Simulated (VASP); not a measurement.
Wanted: the native input for a VASP 6.6.1 run.

```yaml
Task: single point
Functional: PBE
Potentials_or_basis: VASP PAW PBE potentials, release 64 (B)
Cutoff: 520 eV
k_mesh: 6 × 6 × 2
Occupations: gaussian, width 0.1 eV
Spin: no spin polarisation
Dipole_correction: no
Further_INCAR_settings: ALGO = Normal; EDIFF = 1e-06; NBANDS = 22
```

The structure of B lies in POSCAR:

```
B
1.0
    1.8814438100     -1.8145862600      0.0000000000
    1.8814438100      1.8145862600      0.0000000000
   -1.6845018500      0.0000000000      8.0604545800
B
8
Direct
    0.0000000000      0.0000000000      0.5000000000
    0.0000000000      0.0000000000      0.0000000000
    0.4460488400      0.1080912900      0.3724691100
    0.8919087100      0.5539511600      0.1275308900
    0.5539511600      0.8919087100      0.6275308900
    0.1080912900      0.4460488400      0.8724691100
    0.5644744200      0.4355255800      0.7500000000
    0.4355255800      0.5644744200      0.2500000000
```

The cell was built from a structure type or drawn by symmetry, and may not be a known phase.

One way to write it, as run:

INCAR

```
PREC = Accurate
ENCUT = 520
EDIFF = 1E-6
ISMEAR = 0
SIGMA = 0.1
LREAL = F
LASPH = T
NELM = 100
ALGO = Normal
ISIF = 2
LWAVE = F
LCHARG = F
GGA = PE
NBANDS = 22
```

KPOINTS

```
regular mesh
0
Gamma
  6 6 2
```

Potentials or basis: VASP PAW PBE potentials, release 64 (B).

Launch:

```sh
$ cat potpaw_PBE.64/B/POTCAR > POTCAR
$ mpirun -np 1 vasp_std > vasp.out
```

Results of the run:

| Property | Result |
| --- | --- |
| Pressure | 34.4 GPa |
| Largest force | 2.869 eV/Å |
| Band gap on the k mesh | zero (bands 12 and 13 overlap by 4.96 eV) |

Caveat: the k points lie up to 0.41 Å⁻¹ apart, too coarse for converged energies and pressures of a metal; forces of over 1 eV/Å act on the atoms, so gaps and moduli don't describe the material at rest.

It took 38 s on 1 thread of Intel(R) Xeon(R) Platinum 8175M CPU @ 2.50GHz (Skylake/Cascade Lake), with other jobs on the host, peak memory 0.16 GiB.
